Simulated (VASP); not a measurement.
A run of VASP 6.6.1:

The input INCAR:

```
SYSTEM = TiC
PREC = Accurate
ENCUT = 520
EDIFF = 1E-6
ISMEAR = -1
SIGMA = 0.05
LREAL = .False.
LASPH = .True.
NELM = 80
ALGO = Normal
ISIF = 2
LWAVE = .False.
LCHARG = .False.
GGA = PE
NBANDS = 15
```

KPOINTS

```
regular mesh
0
Gamma
  9 9 9
  0 0 0
```

POSCAR

```
TiC
1.0
    0.0000000000      2.1657188437      2.1657188437
    2.1657188437      0.0000000000      2.1657188437
    2.1657188437      2.1657188437      0.0000000000
Ti C
1 1
Direct
    0.0000000000      0.0000000000      0.0000000000
    0.5000000000      0.5000000000      0.5000000000
```

Potentials or basis: VASP PAW PBE potentials, release 64 (Ti_sv, C).

The run is started by

```sh
$ cat potpaw_PBE.64/Ti_sv/POTCAR potpaw_PBE.64/C/POTCAR > POTCAR
$ mpirun -np 1 vasp_std > vasp.out
```

Hardware: 1 thread of AMD EPYC 7R43 64-Core Processor (Zen 3), on a shared host.

**Question.** Estimate the wall time of this run.

**Answer.** It took 11 s on 1 thread of AMD EPYC 7R43 64-Core Processor (Zen 3) (shared host), peak memory 0.11 GiB. Counts: scf iterations 14, k points 35.
